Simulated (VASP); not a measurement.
A run of VASP 6.6.1 is set up as follows.

The input INCAR:

```
AGGAC = 1.0 ; AGGAX = 1.0
ALDAC = 0.0 ; ALDAX = 1.0
ALGO = Normal ; EDIFF = 1E-7
ENCUT = 520 ; GGA = B5
ISIF = 2 ; ISMEAR = -1
LASPH = T ; LCHARG = F
LREAL = F ; LWAVE = F
NBANDS = 20 ; NELM = 100
PREC = Accurate ; SIGMA = 0.1
```

File KPOINTS:

```
k-points
0
Gamma
  13 13 7
```

Contents of POSCAR:

```
Ga
1.0
    3.0701907614      0.0000000000      0.0000000000
   -1.5350953807      2.6588631938      0.0000000000
    0.0000000000      0.0000000000      4.7378560093
Ga
2
Direct
    0.3333333333      0.6666666667      0.2500000000
    0.6666666667      0.3333333333      0.7500000000
```

Potentials or basis: VASP PAW PBE potentials, release 64 (Ga_d).

Run with:

```console
$ cat potpaw_PBE.64/Ga_d/POTCAR > POTCAR
$ mpirun -np 1 vasp_std > vasp.out
```

Q: Estimate the band gap on the k mesh.

A: Zero (band 13 reaches 9.39 eV, above the bottom of band 14 at 3.41 eV).

Q: Predict the pressure.

A: 5.1 GPa.

Caveat: the PAW data sets were made with another functional, which shifts forces and pressure a little.
